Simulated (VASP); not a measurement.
# Hf (P6_3/mmc) in VASP: notebook, part 2 of 3

VASP 6.6.1.

## (3) Single point, PBE

File INCAR:

```
SYSTEM = Hf
  ALGO = Normal
  EDIFF = 1E-6
  ENCUT = 500
  GGA = PE
  GGA_COMPAT = .FALSE.
  ISIF = 2
  ISMEAR = 0
  LASPH = .TRUE.
  LCHARG = .TRUE.
  LELF = .TRUE.
  LREAL = .FALSE.
  LVHAR = .TRUE.
  LWAVE = .FALSE.
  NBANDS = 17
  NELM = 120
  PREC = Accurate
  SIGMA = 0.05
```

File KPOINTS:

```
k-points
0
G
  8 8 4
  0 0 0
```

File POSCAR:

```
Hf
1.0
    3.1977630969      0.0000000000      0.0000000000
   -1.5988815485      2.7693440772      0.0000000000
    0.0000000000      0.0000000000      5.0810401010
Hf
2
Direct
    0.3333333333      0.6666666667      0.7500000000
    0.6666666667      0.3333333333      0.2500000000
```

Potentials or basis: VASP PAW PBE potentials, release 64 (Hf_pv).

On the command line:

```bash
> cat potpaw_PBE.64/Hf_pv/POTCAR > POTCAR
> mpirun -np 1 vasp_std > vasp.out
```

OUTCAR:

```text
SYSTEM = Hf
   EDIFF = 1E-6
   ENCUT = 500
   GGA = PE
   ISIF = 2
   ISMEAR = 0
   LASPH = .TRUE.
   LREAL = .FALSE.
   NELM = 120
   PREC = Accurate

 ion  position               nearest neighbor table
   1  0.333  0.667  0.750-   2 3.14   2 3.14   2 3.14   2 3.14   2 3.14   2 3.14
   2  0.667  0.333  0.250-   1 3.14   1 3.14   1 3.14   1 3.14   1 3.14   1 3.14

  LATTYP: Found a hexagonal cell.
 ALAT       =     3.1977630969
 C/A-ratio  =     1.5889357488

  Lattice vectors:

 A1 = (   3.1977630969,   0.0000000000,   0.0000000000)
 A2 = (  -1.5988815485,   2.7693440772,   0.0000000000)
 A3 = (   0.0000000000,   0.0000000000,   5.0810401010)

Analysis of symmetry for initial positions (statically):
=====================================================================
 Subroutine PRICEL returns:
 Original cell was already a primitive cell.

 Routine SETGRP: Setting up the symmetry group for a
 hexagonal supercell.

 Subroutine GETGRP returns: Found 24 space group operations
 (whereof 12 operations were pure point group operations)
 out of a pool of 24 trial point group operations.

The static configuration has the point symmetry D_3d.
 The point group associated with its full space group is D_6h.

Analysis of symmetry for dynamics (positions and initial velocities):
=====================================================================
 Subroutine PRICEL returns:
 Original cell was already a primitive cell.

 Routine SETGRP: Setting up the symmetry group for a
 hexagonal supercell.

 Subroutine GETGRP returns: Found 24 space group operations
 (whereof 12 operations were pure point group operations)
 out of a pool of 24 trial point group operations.

The dynamic configuration has the point symmetry D_3d.
 The point group associated with its full space group is D_6h.

 Subroutine INISYM returns: Found 24 space group operations
 (whereof 12 operations are pure point group operations),
 and found     1 'primitive' translations

----------------------------------------------------------------------------------------

                                     Primitive cell

  volume of cell :      44.9962

  direct lattice vectors                    reciprocal lattice vectors
     3.197763097  0.000000000  0.000000000     0.312718600  0.180548168  0.000000000
    -1.598881549  2.769344077  0.000000000     0.000000000  0.361096336  0.000000000
     0.000000000  0.000000000  5.081040101     0.000000000  0.000000000  0.196810098

  length of vectors
     3.197763097  3.197763097  5.081040101     0.361096336  0.361096336  0.196810098

  position of ions in fractional coordinates (direct lattice)
     0.333333333  0.666666667  0.750000000
     0.666666667  0.333333333  0.250000000

  ion indices of the primitive-cell ions
   primitive index   ion index
                 1           1
                 2           2

----------------------------------------------------------------------------------------

 KPOINTS: k-points

Automatic generation of k-mesh.
 Grid dimensions read from file:
 generate k-points for:    8    8    4

 Generating k-lattice:

  Cartesian coordinates                     Fractional coordinates (reciprocal lattice)
     0.039089825  0.022568521  0.000000000     0.125000000 -0.000000000  0.000000000
     0.000000000  0.045137042  0.000000000     0.000000000  0.125000000  0.000000000
     0.000000000  0.000000000  0.049202524     0.000000000  0.000000000  0.250000000

  Length of vectors
     0.045137042  0.045137042  0.049202524

  Shift w.r.t. Gamma in fractional coordinates (k-lattice)
     0.000000000  0.000000000  0.000000000

 Subroutine IBZKPT returns following result:
 ===========================================

 Found     30 irreducible k-points:

 Following reciprocal coordinates:
            Coordinates               Weight
  0.000000  0.000000  0.000000      1.000000
  0.125000 -0.000000  0.000000      6.000000
  0.250000 -0.000000  0.000000      6.000000
  0.375000  0.000000  0.000000      6.000000
  0.500000 -0.000000  0.000000      3.000000
  0.125000  0.125000  0.000000      6.000000
[... 16 lines left out ...]
  0.250000 -0.000000  0.500000      6.000000
  0.375000  0.000000  0.500000      6.000000
 [... further k-points ...]
   k-points           NKPTS =     30   k-points in BZ     NKDIM =     30   number of bands    NBANDS=     17
   number of dos      NEDOS =    301   number of ions     NIONS =      2
   total plane-waves  NPLWV =  23040
   dimension x,y,z NGX =    24 NGY =   24 NGZ =   40
   dimension x,y,z NGXF=    48 NGYF=   48 NGZF=   80
   ions per type =               2
   NGX,Y,Z   is equivalent  to a cutoff of  12.48, 12.48, 13.09 a.u.
   NGXF,Y,Z  is equivalent  to a cutoff of  24.95, 24.95, 26.18 a.u.
 SYSTEM =  Hf
   PREC   = accura    normal or accurate (medium, high low for compatibility)
   ISTART =      0    job   : 0-new  1-cont  2-samecut
   ICHARG =      2    charge: 1-file 2-atom 10-const
   ISPIN  =      1    spin polarized calculation?
   LNONCOLLINEAR =      F non collinear calculations
   LSORBIT =      F    spin-orbit coupling
   LASPH  =      T    aspherical Exc in radial PAW
   ENCUT  =  500.0 eV  36.75 Ry    6.06 a.u.   5.83  5.83  9.26*2*pi/ulx,y,z
   NELM   =    120;   NELMIN=  2; NELMDL= -5     # of ELM steps
   EDIFF  = 0.1E-05   stopping-criterion for ELM
   LREAL  =      F    real-space projection
   EDIFFG = 0.1E-04   stopping-criterion for IOM
   NSW    =      0    number of steps for IOM
   IBRION =     -1    ionic relax: 0-MD 1-quasi-New 2-CG
   NFREE  =      0    steps in history (QN), initial steepest desc. (CG)
   ISIF   =      2    stress and relaxation
   ISYM   =      2    0-nonsym 1-usesym 2-fastsym
   POTIM  = 0.5000    time-step for ionic-motion
   TEBEG  =    0.0;   TEEND  =   0.0 temperature during run
   PSTRESS=    0.0 pullay stress
   NELECT =      20.0000    total number of electrons
   NUPDOWN=      -1.0000    fix difference up-down
   EMIN   =  10.00;   EMAX   =-10.00  energy-range for DOS
   EFERMI =   0.00;   METHOD = LEGACY
   ISMEAR =     0;   SIGMA  =   0.05  broadening in eV -4-tet -1-fermi 0-gaus
   EFERMI_NEDOS =   21; number of points for ismear=-14 and -15
   IALGO  =     38    algorithm
   IMIX   =      4    mixing-type and parameters
     AMIX     =   0.40;   BMIX     =  1.00
     AMIX_MAG =   1.60;   BMIX_MAG =  1.00
  volume/ion in A,a.u.               =      22.50       151.82
  Fermi-wavevector in a.u.,A,eV,Ry     =   1.249375  2.360977 21.237857  1.560938
  Thomas-Fermi vector in A             =   2.383419
   LORBIT       =      0    0 simple, 1 ext, 2 COOP (PROOUT), +10 PAW based schemes
   GGA     = PE    functional components
   LHFCALC =     F    Hartree Fock is set to
   AEXX    =    0.0000 exact exchange contribution
   IVDW    =     0    specifies the selected vdW correction
   LEPSILON=     F    determine dielectric tensor
   LRPA    =     F    only Hartree local field effects (RPA)
 non-spin polarized calculation
 Gauss-broadening in eV      SIGMA  =   0.05
  energy-cutoff  :      500.00
  volume of cell :       45.00
 maximum number of plane-waves:      1162
 NGX is ok and might be reduce to    24
   NGX = 11   NGY = 11   NGZ = 19

 number of electron      20.0000005 magnetization

 Free energy of the ion-electron system (eV)
  ---------------------------------------------------
  ext. energy  EPLUGINS =         0.00000000
  ---------------------------------------------------
  free energy    TOTEN  =       -19.86465211 eV

  energy without entropy =      -19.86309548  energy(sigma->0) =      -19.86387379

 E-fermi :   4.9348     XC(G=0): -11.2576

 val. band max:        4.9291896877   @ k =   0.0000   0.0000   0.2500
 cond. band min:       4.9684634084   @ k =   0.3750   0.2500   0.2500
 fundamental gap:      0.0392737207
 Fermi energy:         4.9347829991

 k-point     1 :       0.0000    0.0000    0.0000
  band No.  band energies     occupation
      1     -26.1918      2.00000
      2     -25.4675      2.00000
      3     -25.4675      2.00000
      4     -25.3488      2.00000
      5     -25.3448      2.00000
      6     -25.3448      2.00000
[... 9 lines left out ...]
     16       7.5403      0.00000
     17      10.1906      0.00000
[... 441 lines left out ...]
 k-point    24 :       0.3750    0.0000    0.5000
  band No.  band energies     occupation
      1     -26.0320      2.00000
      2     -26.0320      2.00000
      3     -25.5565      2.00000
      4     -25.5565      2.00000
      5     -25.5195      2.00000
      6     -25.5195      2.00000
[... 9 lines left out ...]
     16      10.2682      0.00000
     17      10.3321      0.00000

 [... further k-points ...]

------------------------ aborting loop because EDIFF is reached ----------------------------------------

  FORCE on cell =-STRESS in cart. coord.  units (eV):
  Direction    XX          YY          ZZ          XY          YZ          ZX
  --------------------------------------------------------------------------------------
  -------------------------------------------------------------------------------------
  Total       -0.1082804     -0.1082804     -0.1428778      0.0000000      0.0000000      0.0000000
  in kB       -3.8555343     -3.8555343     -5.0874433      0.0000000      0.0000000      0.0000000
  external PRESSURE =      -4.2661706 kB  Pullay stress =       0.0000000 kB

 VOLUME and BASIS-vectors are now :
 -----------------------------------------------------------------------------
  energy-cutoff  :      500.00
  volume of cell :       45.00
      direct lattice vectors                 reciprocal lattice vectors
     3.197763097  0.000000000  0.000000000     0.312718600  0.180548168  0.000000000
    -1.598881549  2.769344077  0.000000000     0.000000000  0.361096336  0.000000000
     0.000000000  0.000000000  5.081040101     0.000000000  0.000000000  0.196810098

 POSITION                                       TOTAL-FORCE (eV/Angst)
 -----------------------------------------------------------------------------------
     -0.00000      1.84623      3.81078         0.000000      0.000000      0.000000
      1.59888      0.92311      1.27026        -0.000000     -0.000000      0.000000
 -----------------------------------------------------------------------------------
    total drift:                               -0.000000      0.000000     -0.000000

  FREE ENERGIE OF THE ION-ELECTRON SYSTEM (eV)
  ---------------------------------------------------
  free  energy   TOTEN  =       -19.8646521096 eV

  energy  without entropy=      -19.8630954780  energy(sigma->0) =      -19.86387379
```

It took 13 s on 1 thread of AMD EPYC 7R13 (Zen 3), shared host; peak memory 0.13 GiB.

What came out:

```yaml
Free_energy: -19.8647 eV
Pressure: -0.4 GPa
Band_gap_on_the_k_mesh: zero (band 10 reaches 6.07 eV, above the bottom of band 11 at 4.62 eV)
```

Caveat: spin-orbit coupling is left out, which moves the levels of the heavy elements.

[end of part 2 of 3]
